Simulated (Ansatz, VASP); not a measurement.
# TiAl3: VASP beside Ansatz

```xyz
4
Lattice="3.9557 0.0000 0.0000 0.0000 3.9557 0.0000 0.0000 0.0000 3.9557" Properties=species:S:1:pos:R:3 pbc="T T T"
Ti    0.0722    0.0722    0.0722
Al    1.9778    1.9778    0.0000
Al    1.9778    0.0000    1.9778
Al    0.0000    1.9778    1.9778
```

Alike in both runs: task single point; functional r2SCAN; k mesh 12 × 12 × 12; occupations gaussian, width 0.15 eV; no spin polarisation.

|  | VASP | Ansatz |
| --- | --- | --- |
| version | VASP 6.6.1 | Ansatz 0.2.0 |
| potentials or method | VASP PAW PBE potentials, release 64 (Ti_sv, Al), cutoff 520 eV | scalar-relativistic, plane waves, PAW |
| valence electrons in the cell | 21 | 21 |

Ansatz gave:

```
gap on the k mesh at the Fermi level (eV)                     : none
pressure (GPa)                                                : 0.6
traceless stress, the component that is largest in VASP (GPa) : 0.25
rms of the force components (eV/Å)                            : 0.432
```

Q: What did VASP give for the same quantities?

A: gap on the k mesh at the Fermi level (eV): none; pressure (GPa): 0.5; traceless stress, the component that is largest in VASP (GPa): 0.25; rms of the force components (eV/Å): 0.435.

VASP's potentials were made for PBE, not for r2SCAN. Atom by atom the forces differ by 0.003 eV/Å (rms over components). A gap of «none» marks a metal or a gap that the smearing closes.
